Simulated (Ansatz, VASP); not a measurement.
**Sc: VASP beside Ansatz**

The input INCAR:

```
SYSTEM = Sc
ALGO     = Normal         ! electronic algorithm
EDIFF    = 1E-6           ! SCF threshold, eV
ENCUT    = 500            ! plane-wave cutoff, eV
GGA      = PE             ! functional
GGA_COMPAT= .False.      
ISIF     = 2              ! what is computed and relaxed
ISMEAR   = 0              ! smearing method
LASPH    = .True.         ! aspherical terms in the spheres
LCHARG   = .False.        ! write CHGCAR
LREAL    = .False.        ! projectors in reciprocal space
LWAVE    = .False.        ! write WAVECAR
NBANDS   = 12             ! bands
NELM     = 120            ! most SCF steps
PREC     = Accurate       ! precision mode
SIGMA    = 0.1            ! smearing width, eV
```

File KPOINTS:

```
k-points
0
Gamma
  14 14 14
  0 0 0
```

POSCAR

```
Sc
1.0
    0.0000000000      2.3185210750      2.2844635750
    2.2844635750      0.0000000000      2.2844635750
    2.2844635750      2.3185210750      0.0000000000
Sc
1
Direct
    0.0000000000      0.0000000000      0.0000000000
```

Input for Ansatz:

```yaml
crystal:
  lattice:
    - [0.0, 2.318521075, 2.284463575]
    - [2.284463575, 0.0, 2.284463575]
    - [2.284463575, 2.318521075, 0.0]
  atoms:
    - { symbol: Sc, position: [0.0, 0.0, 0.0] }
basis:
  ecutwfc: 420
kpoints:
  mp_grid: { grid: [14, 14, 14] }
hamiltonian:
  xc: pbe
scf:
  occupations: { method: gaussian, width: 0.1 }
output:
  forces: true
  stress: true
  eigenvalues: true
```

Alike in both runs: task single point; functional PBE; k mesh 14 × 14 × 14; occupations gaussian, width 0.1 eV; no spin polarisation.

|  | VASP | Ansatz |
| --- | --- | --- |
| version | VASP 6.6.1 | Ansatz 0.2.0 |
| potentials or method | VASP PAW PBE potentials, release 64 (Sc_sv), cutoff 500 eV | scalar-relativistic, plane waves, PAW |
| valence electrons in the cell | 11 | 11 |

```csv
,VASP,Ansatz,Ansatz less VASP
gap on the k mesh at the Fermi level (eV),none,none,-
pressure (GPa),1.0,1.0,-0.02
"traceless stress, the component that is largest in VASP (GPa)",-0.30,-0.30,0.000
```

A gap of «none» marks a metal or a gap that the smearing closes.
